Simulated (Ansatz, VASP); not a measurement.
## CuI in VASP and in Ansatz

INCAR

```
PREC = Accurate
ENCUT = 520
EDIFF = 1E-6
ISMEAR = -1
SIGMA = 0.02
LREAL = False
LASPH = True
NELM = 100
ALGO = Normal
ISIF = 2
LWAVE = False
LCHARG = False
GGA = PE
NBANDS = 16
```

KPOINTS

```
regular mesh
0
Gamma
  8 8 8
```

POSCAR

```
CuI
1.0
    0.0000000000      2.9081141140      3.1494793147
    2.9081141140      0.0000000000      3.1494793147
    2.9081141140      2.9081141140      0.0000000000
Cu I
1 1
Direct
    0.0000000000      0.0000000000      0.0000000000
    0.2500000000      0.2500000000      0.2500000000
```

Input for Ansatz:

```yaml
crystal:
  lattice:
    - [0.0, 2.908114114, 3.1494793147]
    - [2.908114114, 0.0, 3.1494793147]
    - [2.908114114, 2.908114114, 0.0]
  atoms:
    - { symbol: Cu, position: [0.0, 0.0, 0.0] }
    - { symbol: I, position: [0.25, 0.25, 0.25] }
kpoints:
  mp_grid: { grid: [8, 8, 8] }
  band_path:
    path:
      - [0.0, 0.0, 0.0]
      - [-0.5, -0.5, 0.0]
      - [-0.375, -0.375, 0.25]
      - [-0.375, 0.0, 0.375]
      - [0.0, 0.0, 0.5]
      - [-0.5, -0.25, 0.25]
    npoints: 1
hamiltonian:
  xc: pbe
scf:
  occupations: { method: fermi_dirac, width: 0.02 }
  n_extra_bands: 4
output:
  forces: true
  stress: true
  eigenvalues: true
```

Change from the starting cell: epitaxial_xy strain -3.5%.

Alike in both runs: task single point; functional PBE; k mesh 8 × 8 × 8; occupations fermi-dirac, width 0.02 eV; no spin polarisation.

|  | VASP | Ansatz |
| --- | --- | --- |
| version | VASP 6.6.1 | Ansatz 0.2.0 |
| potentials or method | VASP PAW PBE potentials, release 64 (Cu, I) | plane waves, PAW |
| plane-wave cutoff (eV) | 520 | 420 |
| valence electrons in the cell | 18 | 36 |

|  | VASP | Ansatz | Ansatz less VASP |
| --- | --- | --- | --- |
| gap on the k mesh at the Fermi level (eV) | 1.21 | 1.18 | -0.024 |
| pressure (GPa) | 2.3 | 2.3 | -0.01 |
| traceless stress, the component that is largest in VASP (GPa) | -1.02 | -1.03 | -0.011 |

The functional is the same, so the differences come from potentials, cutoffs and numerics. VASP's potentials hold 18 valence electrons a cell and Ansatz's 36, so a difference there can come from the potentials and not from the codes.

Neither program's run includes spin-orbit coupling.
